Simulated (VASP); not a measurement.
A run of VASP 6.6.1:

File INCAR:

```
ALGO     = Fast           # electronic algorithm
EDIFF    = 1E-6           # SCF threshold, eV
ENCUT    = 520            # plane-wave cutoff, eV
GGA      = PS             # functional
ISIF     = 2              # what is computed and relaxed
ISMEAR   = 0              # smearing method
ISYM     = 0            
LASPH    = T              # aspherical terms in the spheres
LCHARG   = F              # write CHGCAR
LREAL    = F              # projectors in reciprocal space
LWAVE    = F              # write WAVECAR
NBANDS   = 24             # bands
NELM     = 80             # most SCF steps
PREC     = Accurate       # precision mode
SIGMA    = 0.1            # smearing width, eV
```

Contents of KPOINTS:

```
Automatic mesh
0
Gamma
  12 12 12
  0.5 0.5 0.5
```

The input POSCAR:

```
AlNi3
1.0
    0.0000000000      2.8018887551      2.8018887551
    2.8018887551      0.0000000000      2.8018887551
    2.8018887551      2.8018887551      0.0000000000
Al Ni
1 3
Direct
    0.5000000000      0.5000000000      0.5000000000
    0.2500000000      0.2500000000      0.2500000000
    0.0000000000      0.0000000000      0.0000000000
    0.7500000000      0.7500000000      0.7500000000
```

Potentials or basis: VASP PAW PBE potentials, release 64 (Al, Ni).

The run is started by

```console
$ cat potpaw_PBE.64/Al/POTCAR potpaw_PBE.64/Ni/POTCAR > POTCAR
$ mpirun -np 1 vasp_std > vasp.out
```

Hardware: 1 thread of Intel(R) Xeon(R) 6975P-C (Granite Rapids), on a shared host.

Q: How long does it take, and how much memory?

A: Wall time 56 min on 1 thread of Intel(R) Xeon(R) 6975P-C (Granite Rapids), with other jobs on the host, peak memory 2.8 GiB. Counts: scf iterations 17, k points 3456.
